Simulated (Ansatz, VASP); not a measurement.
**Ge3P4: VASP beside Ansatz**

```xyz
14
Lattice="-3.5810 3.5810 5.3720 3.5810 -3.5810 5.3720 3.5810 3.5810 -5.3720" Properties=species:S:1:pos:R:3 pbc="T T T"
Ge    0.0000    0.0000    0.0000
Ge    0.0000    3.5810    2.6860
Ge    0.0000    1.7905    6.7150
Ge    1.7905    0.0000    4.0290
Ge    3.5810    1.7905    1.3430
Ge    1.7905    3.5810   -1.3430
P     0.0000    1.7086    4.1857
P     1.8724    0.0000    1.4997
P     3.5810    1.8724   -1.1863
P     5.2895    0.0000    1.4997
P     3.5810   -1.7086    3.8723
P     1.8724    3.5810    1.1863
P     3.5810    1.7086    3.8723
P     1.7086    0.0000    6.5583
```

Alike in both runs: functional PBE; k mesh 4 × 4 × 4; occupations gaussian, width 0.1 eV; no spin polarisation.

Ansatz relaxed the structure, and its values are those at the end. VASP's run is a single point on that final structure, the one shown.

```csv
,VASP,Ansatz
version,VASP 6.6.1,Ansatz 0.2.0
potentials or method,"VASP PAW PBE potentials, release 64 (Ge_d, P), cutoff 520 eV","scalar-relativistic, plane waves, PAW"
valence electrons in the cell,124,124
```

Ansatz gave:

```
gap on the k mesh at the Fermi level (eV) : none
pressure (GPa)                            : 0.2
rms of the force components (eV/Å)        : 0.017
```

Q: What did VASP give for the same quantities?

A: gap on the k mesh at the Fermi level (eV): none; pressure (GPa): 0.2; rms of the force components (eV/Å): 0.015.

A gap of «none» marks a metal or a gap that the smearing closes.
